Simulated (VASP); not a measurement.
A run of VASP 6.6.1:

INCAR

```
SYSTEM = V
PREC     = Accurate       ! precision mode
ENCUT    = 500            ! plane-wave cutoff, eV
EDIFF    = 1E-6           ! SCF threshold, eV
ISMEAR   = 0              ! smearing method
SIGMA    = 0.1            ! smearing width, eV
LREAL    = .FALSE.        ! projectors in reciprocal space
LASPH    = .TRUE.         ! aspherical terms in the spheres
NELM     = 120            ! most SCF steps
ALGO     = Normal         ! electronic algorithm
ISIF     = 2              ! what is computed and relaxed
LWAVE    = .FALSE.        ! write WAVECAR
LCHARG   = .FALSE.        ! write CHGCAR
GGA      = PE             ! functional
NBANDS   = 12             ! bands
GGA_COMPAT= .FALSE.
```

KPOINTS

```
regular mesh
0
G
  10 10 10
  0 0 0
```

File POSCAR:

```
V
1.0
   -1.5012953099      1.5012953099      1.5012953099
    1.5012953099     -1.5012953099      1.5012953099
    1.5012953099      1.5012953099     -1.5012953099
V
1
Direct
    0.0000000000      0.0000000000      0.0000000000
```

Potentials or basis: VASP PAW PBE potentials, release 64 (V_sv).

Launch:

```bash
$ cat potpaw_PBE.64/V_sv/POTCAR > POTCAR
$ mpirun -np 1 vasp_std > vasp.out
```

Hardware: 1 thread of Intel(R) Xeon(R) Platinum 8259CL CPU @ 2.50GHz (Skylake/Cascade Lake), with other jobs on the host.

Estimate the wall time of this run.

Wall time 5.5 s on 1 thread of Intel(R) Xeon(R) Platinum 8259CL CPU @ 2.50GHz (Skylake/Cascade Lake), on a shared host, peak memory 0.12 GiB. Counts: scf iterations 11, k points 47.
